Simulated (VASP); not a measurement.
The system is Na2N.

```
CELL_PARAMETERS angstrom
3.32395 0.00000 0.00000
-1.66198 2.87863 0.00000
0.00000 0.00000 5.85494
ATOMIC_POSITIONS crystal
Na 0.33333 0.66667 0.24730
Na 0.66667 0.33333 0.75270
N 0.00000 0.00000 0.00000
```

The cell was built from a structure type or drawn by symmetry, and may not be a known phase.

* Program: VASP 6.6.1
* Task: relaxation of cell and atoms
* Functional: PBE
* Potentials or basis: VASP PAW PBE potentials, release 64 (Na_sv, N)
* Cutoff: 970 eV
* k mesh: 6 × 6 × 4
* Occupations: gaussian, width 0.1 eV
* Spin: no spin polarisation

At the start: pressure 0.7 GPa; volume 18.67 Å³/atom.

Where does the relaxation end?

Over 8 steps the energy falls by 128.4 meV/atom and the volume is 20.31 Å³/atom (+8.8 %); space group P-3m1 (No. 164, to 0.1 Å) before and after.

Step by step:
```tsv
step	energy change (eV)	largest force (eV/Å)	pressure (GPa)	volume (Å³)
1	0.0000	0.7850	0.71	56.02
2	-0.1176	0.6260	0.87	56.67
3	-0.3451	0.1175	1.29	58.25
4	-0.2506	0.5925	1.09	59.64
5	-0.3738	0.2014	1.21	59.18
6	-0.3776	0.1269	1.15	59.05
7	-0.3842	0.0295	-0.38	61.67
8	-0.3852	0.0112	0.01	60.94
```

Final structure:
```xyz
3
Lattice="3.7294 0.0000 0.0000 -1.8647 3.2298 0.0000 0.0000 0.0000 5.0595" Properties=species:S:1:pos:R:3 pbc="T T T"
Na    0.0000    2.1532    1.0666
Na    1.8647    1.0766    3.9929
N     0.0000    0.0000    5.0595
```

Caveat: the k points lie up to 0.32 Å⁻¹ apart in the final cell, too coarse for converged energies and pressures of a metal.
